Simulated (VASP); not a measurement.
# Ta (I4/mmm) in VASP: notebook, part 2 of 3

VASP 6.6.1. The steps go on from the part before.

## 3. Single point, PBE (strain +0.015 along x and y, +0.030 along z)

The input, INCAR:

```
SYSTEM = Ta
ALGO = Fast ; EDIFF = 1E-6
ENCUT = 520 ; GGA = PE
ISIF = 2 ; ISMEAR = 0
LASPH = .True. ; LCHARG = .True.
LELF = .True. ; LREAL = .False.
LVHAR = .True. ; LWAVE = .False.
NBANDS = 12 ; NELM = 60
PREC = Accurate ; SIGMA = 0.15
```

The input, KPOINTS:

```
k-points
0
Gamma
  20 20 20
  0 0 0
```

The input, POSCAR:

```
Ta
1.0
   -1.6760492000      1.6760492000      1.7008184000
    1.6760492000     -1.6760492000      1.7008184000
    1.6760492000      1.6760492000     -1.7008184000
Ta
1
Direct
    0.0000000000      0.0000000000      0.0000000000
```

Potentials or basis: VASP PAW PBE potentials, release 64 (Ta_pv).

Command:

```console
$ cat potpaw_PBE.64/Ta_pv/POTCAR > POTCAR
$ mpirun -np 1 vasp_std > vasp.out
```

OUTCAR:

```text
SYSTEM = Ta
   EDIFF = 1E-6
   ENCUT = 520
   GGA = PE
   ISIF = 2
   ISMEAR = 0
   LASPH = .True.
   LREAL = .False.
   NELM = 60
   PREC = Accurate

 ion  position               nearest neighbor table
   1  0.000  0.000  0.000-

  LATTYP: Found a body centered tetragonal cell.
 ALAT       =     3.3520984000
 C/A-ratio  =     1.0147783251

  Lattice vectors:

 A1 = (  -1.6760492000,   1.6760492000,   1.7008184000)
 A2 = (   1.6760492000,  -1.6760492000,   1.7008184000)
 A3 = (   1.6760492000,   1.6760492000,  -1.7008184000)

Analysis of symmetry for initial positions (statically):
=====================================================================
 Subroutine PRICEL returns:
 Original cell was already a primitive cell.

 Routine SETGRP: Setting up the symmetry group for a
 body centered tetragonal supercell.

 Subroutine GETGRP returns: Found 16 space group operations
 (whereof 16 operations were pure point group operations)
 out of a pool of 16 trial point group operations.

The static configuration has the point symmetry D_4h.

[... 169 lines left out ...]
      1     -28.2945      2.00000
      2     -28.2911      2.00000
      3     -28.2911      2.00000
      4      -2.6684      2.00000
      5       5.6890      0.00000
      6       5.6890      0.00000
      7       5.8604      0.00000
      8       8.6927      0.00000
      9       8.9250      0.00000
     10      19.5814      0.00000
     11      19.8359      0.00000
     12      19.8359      0.00000
[... 331 lines left out ...]
 k-point    24 :      -0.3500    0.0500    0.0000
  band No.  band energies     occupation
      1     -29.0082      2.00000
      2     -28.5221      2.00000
      3     -28.3040      2.00000
      4       0.4438      2.00000
      5       4.1718      2.00000
      6       4.8387      1.90853
      7       8.3528      0.00000
      8       9.3033      0.00000
      9       9.7293      0.00000
     10      18.4511      0.00000
     11      18.8229      0.00000
     12      19.5213      0.00000

 [... further k-points ...]

------------------------ aborting loop because EDIFF is reached ----------------------------------------

  FORCE on cell =-STRESS in cart. coord.  units (eV):
  Direction    XX          YY          ZZ          XY          YZ          ZX
  --------------------------------------------------------------------------------------
  -------------------------------------------------------------------------------------
  Total       -0.8802401     -0.8802401     -1.0532216      0.0000000     -0.0000000      0.0000000
  in kB      -73.7938650    -73.7938650    -88.2955616      0.0000000     -0.0000000      0.0000000
  external PRESSURE =     -78.6277638 kB  Pullay stress =       0.0000000 kB

 VOLUME and BASIS-vectors are now :
 -----------------------------------------------------------------------------
  energy-cutoff  :      520.00
  volume of cell :       19.11
      direct lattice vectors                 reciprocal lattice vectors
    -1.676049200  1.676049200  1.700818400     0.000000000  0.298320598  0.293976123
     1.676049200 -1.676049200  1.700818400     0.298320598  0.000000000  0.293976123
     1.676049200  1.676049200 -1.700818400     0.298320598  0.298320598  0.000000000

 POSITION                                       TOTAL-FORCE (eV/Angst)
 -----------------------------------------------------------------------------------
      0.00000      0.00000      0.00000         0.000000     -0.000000     -0.000000
 -----------------------------------------------------------------------------------
    total drift:                                0.000000      0.000000      0.000000

  FREE ENERGIE OF THE ION-ELECTRON SYSTEM (eV)
  ---------------------------------------------------
  free  energy   TOTEN  =       -11.7992699822 eV

  energy  without entropy=      -11.7838227582  energy(sigma->0) =      -11.79154637
```

OSZICAR:

```text
N       E                     dE             d eps       ncg     rms          rms(c)
DAV:   1     0.603697626966E+02    0.60370E+02   -0.60778E+03 15440   0.863E+02
DAV:   2    -0.112580618168E+02   -0.71628E+02   -0.69841E+02 17156   0.242E+02
DAV:   3    -0.123056240590E+02   -0.10476E+01   -0.10366E+01 18460   0.275E+01
DAV:   4    -0.123086970951E+02   -0.30730E-02   -0.30726E-02 17204   0.166E+00
DAV:   5    -0.123087088781E+02   -0.11783E-04   -0.11783E-04 18596   0.973E-02    0.121E+01
RMM:   6    -0.119118711775E+02    0.39684E+00   -0.28305E-01 16465   0.439E+00    0.575E+00
RMM:   7    -0.117993120205E+02    0.11256E+00   -0.28201E-01 17125   0.427E+00    0.368E-01
RMM:   8    -0.117991905672E+02    0.12145E-03   -0.12558E-02 18159   0.101E+00    0.295E-01
RMM:   9    -0.117992828686E+02   -0.92301E-04   -0.20103E-03 19072   0.390E-01    0.692E-02
RMM:  10    -0.117992620697E+02    0.20799E-04   -0.31427E-04 19186   0.141E-01    0.906E-03
RMM:  11    -0.117992675140E+02   -0.54442E-05   -0.77018E-05 20076   0.588E-02    0.872E-03
RMM:  12    -0.117992687788E+02   -0.12649E-05   -0.14053E-05 18609   0.220E-02    0.261E-02
RMM:  13    -0.117992697932E+02   -0.10144E-05   -0.33787E-06 14231   0.956E-03    0.129E-02
RMM:  14    -0.117992699822E+02   -0.18907E-06   -0.52938E-07 11826   0.368E-03
   1 F= -.11799270E+02 E0= -.11791546E+02  d E =-.154472E-01
```

Run time: 46 s. Hardware: 1 thread of Intel Xeon 6975P-C (Granite Rapids), shared host; peak memory 0.25 GiB.

What came out:

```yaml
Free_energy: -11.7993 eV
Pressure: -7.9 GPa
Band_gap_on_the_k_mesh: zero (an odd number of electrons rules out a gap without spin polarisation)
```

Caveat: the cell differs from its parent crystal (strain +0.015 along x and y, +0.030 along z); the cell stands under tension; spin-orbit coupling is left out, which moves the levels of the heavy elements.

## 4. Single point, PBE (strain +0.030 along x and y, +0.015 along z)

The input, INCAR:

```
SYSTEM = Ta
PREC = Accurate
ENCUT = 520
EDIFF = 1E-6
ISMEAR = 0
SIGMA = 0.15
LREAL = .FALSE.
LASPH = .TRUE.
NELM = 60
ALGO = Fast
ISIF = 2
LWAVE = .FALSE.
LCHARG = .TRUE.
GGA = PE
LELF = .TRUE.
LVHAR = .TRUE.
NBANDS = 12
```

The input, KPOINTS:

```
regular mesh
0
G
  20 20 20
  0 0 0
```

The input, POSCAR:

```
Ta
1.0
   -1.7008184000      1.7008184000      1.6760492000
    1.7008184000     -1.7008184000      1.6760492000
    1.7008184000      1.7008184000     -1.6760492000
Ta
1
Direct
    0.0000000000      0.0000000000      0.0000000000
```

Command:

```console
$ cat potpaw_PBE.64/Ta_pv/POTCAR > POTCAR
$ mpirun -np 1 vasp_std > vasp.out
```

Wall time 45 s (1 thread of Intel Xeon 6975P-C (Granite Rapids), shared host); peak memory 0.26 GiB.

The run converged. Its results:

```
Free energy            : -11.7834 eV
Pressure               : -10.2 GPa
Band gap on the k mesh : zero (an odd number of electrons rules out a gap without spin polarisation)
```

Stress tensor (GPa, compression positive):
```
-10.66   0.00   0.00
  0.00 -10.66   0.00
  0.00   0.00  -9.34
```

Levels at points of the mesh, in eV from the Fermi level:
```csv
k point,band 2,band 3,band 4,band 5,band 6,band 7,band 8,band 9,band 10,band 11
"(0.00, 0.00, 0.00)",-33.37,-33.37,-7.63,0.61,0.78,0.78,3.62,3.85,14.58,14.58
"(0.50, 0.00, 0.00)",-33.68,-33.38,-4.06,-1.40,1.31,3.64,4.57,7.10,10.60,11.57
"(0.50, 0.50, 0.00)",-33.66,-33.37,-4.08,-1.23,1.21,3.43,4.44,7.06,10.51,11.66
"(0.50, 0.50, 0.50)",-34.03,-34.00,-3.41,-3.37,6.22,6.22,6.28,7.88,7.88,8.26
```

Caveat: the cell differs from its parent crystal (strain +0.030 along x and y, +0.015 along z); the cell stands under tension; spin-orbit coupling is left out, which moves the levels of the heavy elements.

## 5. Single point, PBE (strain -0.030 along x and y, -0.015 along z)

The input, INCAR:

```
ALGO = Normal
EDIFF = 1E-7
ENCUT = 520
GGA = PE
ISIF = 2
ISMEAR = 0
LASPH = T
LCHARG = T
LELF = T
LREAL = F
LVHAR = T
LWAVE = F
NBANDS = 12
NELM = 60
PREC = Accurate
SIGMA = 0.15
```

The input, KPOINTS:

```
k-points
0
Gamma
  20 20 20
```

The input, POSCAR:

```
Ta
1.0
   -1.6017416000      1.6017416000      1.6265108000
    1.6017416000     -1.6017416000      1.6265108000
    1.6017416000      1.6017416000     -1.6265108000
Ta
1
Direct
    0.0000000000      0.0000000000      0.0000000000
```

Command:

```console
$ cat potpaw_PBE.64/Ta_pv/POTCAR > POTCAR
$ mpirun -np 1 vasp_std > vasp.out
```

Run time: 34 s. Hardware: 1 thread of Intel Xeon 6975P-C (Granite Rapids), shared host; peak memory 0.24 GiB.

It converged, with:

```
Free energy            : -11.7179 eV
Pressure               : 21.6 GPa
Band gap on the k mesh : zero (an odd number of electrons rules out a gap without spin polarisation)
```

Stress tensor (GPa, compression positive):
```
22.34  0.00  0.00
 0.00 22.34  0.00
 0.00  0.00 20.09
```

Levels at points of the mesh, in eV from the Fermi level:
```csv
k point,band 3,band 4,band 5,band 6,band 7,band 8
"(0.00, 0.00, 0.00)",-32.75,-8.19,0.67,0.67,0.88,4.14
"(0.50, 0.00, 0.00)",-32.76,-4.72,-1.70,1.94,4.11,5.32
"(0.50, 0.50, 0.00)",-32.78,-4.72,-1.91,2.07,4.42,5.45
"(0.50, 0.50, 0.50)",-33.77,-4.30,-4.25,7.44,7.51,7.51
```

Caveat: the cell differs from its parent crystal (strain -0.030 along x and y, -0.015 along z); the cell stands under pressure; spin-orbit coupling is left out, which moves the levels of the heavy elements.

(Part 2 of 3 ends here.)
